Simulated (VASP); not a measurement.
Set up this calculation in VASP 6.6.1, as the native input.

```
Task                   : single point
Functional             : PBE
Potentials or basis    : VASP PAW PBE potentials, release 64 (Ba_sv, F)
Cutoff                 : 600 eV
k mesh                 : 6 × 6 × 6
Occupations            : gaussian, width 0.05 eV
Spin                   : no spin polarisation
Dipole correction      : no
Further INCAR settings : ALGO = Normal; EDIFF = 1e-06; NBANDS = 19
```

The structure of BaF2 lies in POSCAR:

```
BaF2
1.0
    0.0000000000      3.1000500000      3.0225487500
    3.1000500000      0.0000000000      3.0225487500
    3.1000500000      3.1000500000      0.0000000000
Ba F
1 2
Direct
    0.0000000000      0.0000000000      0.0000000000
    0.2500000000      0.2500000000      0.2500000000
    0.7500000000      0.7500000000      0.7500000000
```

This cell differs from its parent crystal: strain +0.000 along x and y, -0.025 along z.

These files were run (other wordings do the same):

INCAR

```
SYSTEM = BaF2
  ALGO = Normal
  EDIFF = 1E-6
  ENCUT = 600
  GGA = PE
  GGA_COMPAT = .FALSE.
  ISIF = 2
  ISMEAR = 0
  LASPH = .TRUE.
  LCHARG = .FALSE.
  LREAL = .FALSE.
  LWAVE = .FALSE.
  NBANDS = 19
  NELM = 120
  PREC = Accurate
  SIGMA = 0.05
```

KPOINTS

```
k-points
0
G
  6 6 6
  0 0 0
```

Potentials or basis: VASP PAW PBE potentials, release 64 (Ba_sv, F).

Run with:

```bash
$ cat potpaw_PBE.64/Ba_sv/POTCAR potpaw_PBE.64/F/POTCAR > POTCAR
$ mpirun -np 1 vasp_std > vasp.out
```

Results of the run:

The pressure is 4.0 GPa. The band gap on the k mesh is 6.84 eV, indirect (least direct gap 6.90 eV).

Caveat: the cell differs from its parent crystal (strain +0.000 along x and y, -0.025 along z); spin-orbit coupling is left out, which moves the levels of the heavy elements.

Run time: 67 s on 1 thread of Intel Xeon 8259CL, on a shared host, peak memory 0.22 GiB.
